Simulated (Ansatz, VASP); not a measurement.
**Two plane-wave programs on CuSn2O2**

INCAR

```
SYSTEM = CuSn2O2
PREC = Accurate
ENCUT = 520
EDIFF = 1E-6
ISMEAR = 0
SIGMA = 0.05
LREAL = .FALSE.
LASPH = .TRUE.
NELM = 150
ALGO = Normal
ISIF = 2
LWAVE = .FALSE.
LCHARG = .FALSE.
ISPIN = 2
MAGMOM = 0 0 0 0 1
LORBIT = 11
LMAXMIX = 4
LDIPOL = .TRUE.
IDIPOL = 3
DIPOL = 0.5 0.5 0.311
GGA = PE
IVDW = 12
NBANDS = 38
```

File KPOINTS:

```
regular mesh
0
G
  7 7 1
  0 0 0
```

Contents of POSCAR:

```
CuSn2O2
1.0
    3.8201708766      0.0000000000      0.0000000000
    0.0000000000      3.8201708766      0.0000000000
    0.0000000000      0.0000000000     19.3630360333
Sn O Cu
2 2 1
Direct
    0.5000000000      0.0000000000      0.2065791745
    0.0000000000      0.5000000000      0.3286176828
    0.0000000000      0.0000000000      0.2675984287
    0.5000000000      0.5000000000      0.2675984287
    0.1250000000      0.6250000000      0.4835520637
```

Input for Ansatz:

```yaml
crystal:
  lattice:
    - [3.8201708766, 0.0, 0.0]
    - [0.0, 3.8201708766, 0.0]
    - [0.0, 0.0, 19.3630360333]
  atoms:
    - { symbol: Sn, position: [0.5, 0.0, 0.2065791745] }
    - { symbol: O, position: [0.0, 0.0, 0.2675984287] }
    - { symbol: O, position: [0.5, 0.5, 0.2675984287] }
    - { symbol: Sn, position: [0.0, 0.5, 0.3286176828] }
    - { symbol: Cu, position: [0.125, 0.625, 0.4835520637], spin: 1.0 }
basis:
  ecutwfc: 420
kpoints:
  mp_grid: { grid: [7, 7, 1] }
hamiltonian:
  xc: pbe
  pseudopotentials: { kind: paw, azcp: { folder: soft_1 } }
  dispersion: d3bj
scf:
  occupations: { method: gaussian, width: 0.05 }
output:
  forces: true
  eigenvalues: true
  populations: true
magnetization:
  spin_polarized: true
efield:
  axis: 3
  dipole_correction: true
  ramp_width: 0.04
```

Alike in both runs: task single point; functional PBE; dispersion D3(BJ); k mesh 7 × 7 × 1; occupations gaussian, width 0.05 eV; collinear spin.

```csv
,VASP,Ansatz
version,VASP 6.6.1,Ansatz 0.2.0
potentials or method,"VASP PAW PBE potentials, release 64 (Sn_d, O, Cu), cutoff 520 eV","scalar-relativistic, plane waves, PAW"
valence electrons in the cell,51,59
```

|  | VASP | Ansatz | Ansatz less VASP |
| --- | --- | --- | --- |
| gap on the k mesh at the Fermi level (eV) | none | none | - |
| rms of the force components (eV/Å) | 0.094 | 0.087 | -0.0067 |
| net moment per atom (μB) | 0.02 | 0.02 | -0.001 |
| size of the moment on the site where the two differ most (μB) | 0.03 | 0.03 | +0.008 |

Site moments also hang on the region over which each program counts them. A gap of «none» marks a metal or a gap that the smearing closes. VASP's potentials hold 51 valence electrons a cell and Ansatz's 59, so a difference there can come from the potentials and not from the codes. Ansatz's warnings: seeded moment not kept.
